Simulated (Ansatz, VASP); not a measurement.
**Two plane-wave programs on Sc**

Contents of INCAR:

```
PREC = Accurate ; ENCUT = 520
EDIFF = 1E-6 ; ISMEAR = -1
SIGMA = 0.1 ; LREAL = F
LASPH = T ; NELM = 100
ALGO = Normal ; ISIF = 2
LWAVE = F ; LCHARG = T
GGA = RE ; LELF = T
LVHAR = T ; NBANDS = 12
```

The input KPOINTS:

```
Automatic mesh
0
Gamma
  12 12 12
```

The input POSCAR:

```
Sc
1.0
    2.8826908416      0.0000000000      0.0000000000
    0.0000000000      2.8826908416      0.0000000000
    0.0000000000      0.0000000000      2.8826908416
Sc
1
Direct
    0.0000000000      0.0000000000      0.0000000000
```

Input for Ansatz:

```yaml
crystal:
  lattice:
    - [2.8826908416, 0.0, 0.0]
    - [0.0, 2.8826908416, 0.0]
    - [0.0, 0.0, 2.8826908416]
  atoms:
    - { symbol: Sc, position: [0.0, 0.0, 0.0] }
hamiltonian:
  xc: revpbe
  pseudopotentials:
    kind: paw
    azcp:
      Sc: "pseudopotentials/Sc.paw.azcp"
basis:
  ecutwfc: 420
  fft_grid_basis: typed
kpoints:
  mp_grid: { grid: [12, 12, 12], shift: [0, 0, 0] }
magnetization:
  spin_polarized: false
scf:
  occupations: { method: fermi_dirac, width: 0.1 }
  lower_state_search: "off"
output:
  stress: true
```

Alike in both runs: task single point; functional revPBE; k mesh 12 × 12 × 12; occupations fermi-dirac, width 0.1 eV; no spin polarisation.

|  | VASP | Ansatz |
| --- | --- | --- |
| version | VASP 6.6.1 | Ansatz 0.2.0 |
| potentials or method | VASP PAW PBE potentials, release 64 (Sc_sv), cutoff 520 eV | plane waves (420 eV) with PAW, scalar-relativistic |
| valence electrons in the cell | 11 | 11 |

```csv
,VASP,Ansatz,Ansatz less VASP
pressure (GPa),5.2,5.1,-0.04
```

VASP's potentials were made for PBE, not for revPBE. With one functional, cell and mesh, what is left measures potentials, basis and numerics.
